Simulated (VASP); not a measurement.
## GaP: single point with PBE

Crystal: GaP.

```xyz
2
Lattice="0.0000 2.8813 2.6885 2.6885 0.0000 2.6885 2.6885 2.8813 0.0000" Properties=species:S:1:pos:R:3 pbc="T T T"
Ga    0.0000    0.0000    0.0000
P     4.0328    4.3220    4.0328
```

This cell differs from its parent crystal: mode 4 frozen in at +0.000 Å, strain +e along z and -e/2 along x and y +0.0467.

```
Program                : VASP 6.6.1
Task                   : single point
Functional             : PBE
Potentials or basis    : VASP PAW PBE potentials, release 64 (Ga_d, P)
Cutoff                 : 520 eV
k mesh                 : 8 × 8 × 8
Occupations            : gaussian, width 0.05 eV
Spin                   : no spin polarisation
Dipole correction      : no
Further INCAR settings : ALGO = Normal; EDIFF = 1e-06; NBANDS = 16
```

- Pressure: 0.0 GPa
- Band gap on the k mesh: 1.34 eV, indirect (least direct gap 1.41 eV)

Stress tensor (GPa, compression positive):
```
 1.89  0.00  0.00
 0.00 -3.79  0.00
 0.00  0.00  1.89
```

Levels at points of the mesh, in eV from the valence-band top:
```
           k point  band 7  band 8  band 9  band 10  band 11  band 12
(0.00, 0.00, 0.00)   -0.42    0.00    0.00     1.41     3.73     3.73
(0.50, 0.00, 0.00)   -6.60   -1.50   -0.92     1.34     4.46     4.85
(0.50, 0.50, 0.00)   -6.60   -2.88   -2.84     1.43     1.50     9.94
(0.50, 0.00, 0.50)   -7.04   -2.40   -2.40     1.90     2.15    10.24
```

It took 32 s on 1 thread of Intel Xeon 6975P-C, on a shared host, peak memory 0.19 GiB.

Caveat: the cell differs from its parent crystal (mode 4 frozen in at +0.000 Å, strain +e along z and -e/2 along x and y +0.0467). A k mesh can miss the band edges.
